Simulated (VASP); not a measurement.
Crystal: Co.

```
CELL_PARAMETERS angstrom
0.00000 2.46343 2.46343
2.46343 0.00000 2.46343
2.46343 2.46343 0.00000
ATOMIC_POSITIONS crystal
Co 0.12500 0.12500 0.12500
Co 0.87500 0.87500 0.87500
```

This isn't the form of Co at room conditions, which is hcp.

* Program: VASP 6.6.1
* Task: relaxation of cell and atoms
* Functional: r2SCAN
* Potentials or basis: VASP PAW PBE potentials, release 64 (Co)
* Cutoff: 600 eV
* k mesh: 11 × 11 × 11
* Occupations: fermi-dirac, width 0.1 eV
* Spin: no spin polarisation

At the start: pressure -6.3 GPa; volume 14.95 Å³/atom.

Problem. How do energy, volume and symmetry change on relaxing?

Solution. Over 3 steps the energy falls by 14.9 meV/atom and the volume is 14.24 Å³/atom (-4.8 %); space group Fd-3m (No. 227, to 0.1 Å) before and after.

Step by step:
```
step  energy change (eV)  largest force (eV/Å)  pressure (GPa)  volume (Å³)
   1              0.0000                0.0000           -6.30        29.90
   2             -0.0112                0.0000            5.89        27.43
   3             -0.0298                0.0000            0.02        28.47
```

Final structure:
```xyz
2
Lattice="0.0000 2.4236 2.4236 2.4236 0.0000 2.4236 2.4236 2.4236 0.0000" Properties=species:S:1:pos:R:3 pbc="T T T"
Co    0.6059    0.6059    0.6059
Co    4.2412    4.2412    4.2412
```

Caveat: the PAW data sets were made with another functional, which shifts forces and pressure a little; the run has no spin polarisation, though such a crystal can be magnetic.
